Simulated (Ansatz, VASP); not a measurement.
## Sr in VASP and in Ansatz

```xyz
1
Lattice="0.0000 2.9029 2.9029 2.9029 0.0000 2.9029 2.9029 2.9029 0.0000" Properties=species:S:1:pos:R:3 pbc="T T T"
Sr    0.0000    0.0000    0.0000
```

Alike in both runs: task single point; functional LDA; k mesh 9 × 9 × 9; occupations methfessel-paxton of order 1, width 0.01 eV; no spin polarisation.

|  | VASP | Ansatz |
| --- | --- | --- |
| version | VASP 6.6.1 | Ansatz 0.2.0 |
| potentials or method | VASP PAW LDA potentials, release 64 (Sr_sv), cutoff 500 eV | plane waves (420 eV) with PAW, scalar-relativistic |
| valence electrons in the cell | 10 | 10 |

```csv
,VASP,Ansatz,Ansatz less VASP
pressure (GPa),0.0,0.0,0.00
```

Ansatz warns that its potentials were made for another functional, while VASP's fit it. LDA's correlation is that of Perdew and Zunger in VASP and of Perdew and Wang (1992) in Ansatz.
